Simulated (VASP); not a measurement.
# CdF2: single point with r2SCAN

Crystal: CdF2.

```
Cd F
1.0
     0.00000    2.71184    2.71184
     2.71184    0.00000    2.71184
     2.71184    2.71184    0.00000
Cd F
1 2
Direct
  0.00000 0.00000 0.00000
  0.75000 0.75000 0.75000
  0.25000 0.25000 0.25000
```

```yaml
Program: VASP 6.6.1
Task: single point
Functional: r2SCAN
Potentials_or_basis: VASP PAW PBE potentials, release 64 (Cd, F)
Cutoff: 520 eV
k_mesh: 9 × 9 × 9
Occupations: fermi-dirac, width 0.05 eV
Spin: no spin polarisation
Dipole_correction: no
Further_INCAR_settings: ALGO = Normal; EDIFF = 1e-07; NBANDS = 20
```

* Pressure: -1.2 GPa
* Band gap on the k mesh: 3.71 eV, indirect (least direct gap 4.21 eV)

Levels at points of the mesh, in eV from the valence-band top:
```
           k point  band 10  band 11  band 12  band 13  band 14  band 15  band 16  band 17
(0.00, 0.00, 0.00)    -0.91    -0.50    -0.50    -0.50     3.71    13.54    13.54    13.54
```

Wall time 64 s on 1 thread of Intel(R) Xeon(R) 6975P-C (Granite Rapids), with other jobs on the host, peak memory 0.18 GiB.

Caveat: the PAW data sets were made with another functional, which shifts forces and pressure a little. A k mesh can miss the band edges.
